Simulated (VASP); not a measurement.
A run of VASP 6.6.1:

POSCAR

```
Si
1.0
   -2.2510000000      2.3685000000      1.2750000000
    2.2510000000     -2.3685000000      1.2750000000
    2.2510000000      2.3685000000     -1.2750000000
Si
2
Direct
    0.8070000000      0.0570000000      0.7500000000
    0.1930000000      0.9430000000      0.2500000000
```

File INCAR.step1:

```
ALGO = Normal ; EDIFF = 1E-6
ENCUT = 400 ; GGA = PE
GGA_COMPAT = False ; ISIF = 2
ISMEAR = -1 ; ISYM = 0
LASPH = True ; LCHARG = True
LORBIT = 11 ; LREAL = False
LWAVE = False ; NBANDS = 11
NEDOS = 2001 ; NELM = 120
PREC = Accurate ; SIGMA = 0.1
```

Contents of KPOINTS.step1:

```
k-points
0
Gamma
  14 14 10
```

File INCAR.step2:

```
ALGO = Normal ; EDIFF = 1E-6
ENCUT = 400 ; GGA = PE
GGA_COMPAT = False ; ICHARG = 11
ISIF = 2 ; ISMEAR = -5
ISYM = 0 ; LASPH = True
LCHARG = False ; LORBIT = 11
LREAL = False ; LWAVE = False
NEDOS = 2001 ; NELM = 120
PREC = Accurate ; SIGMA = 0.1
```

KPOINTS.step2

```
k-points
0
Gamma
  21 21 15
```

Potentials or basis: VASP PAW PBE potentials, release 64 (Si).

Run with:

```bash
$ cat potpaw_PBE.64/Si/POTCAR > POTCAR
$ cp INCAR.step1 INCAR
$ cp KPOINTS.step1 KPOINTS
$ mpirun -np 1 vasp_std > vasp.out
$ cp INCAR.step2 INCAR
$ cp KPOINTS.step2 KPOINTS
$ mpirun -np 1 vasp_std > vasp.out
```

Hardware: 1 thread of Oxide Virtual Turin-like Processor, on a shared host.

Q: Estimate the wall time of this run.

A: Wall time 7.4 min on 1 thread of Oxide Virtual Turin-like Processor, with other jobs on the host, peak memory 0.49 GiB. Counts: k points 3308.
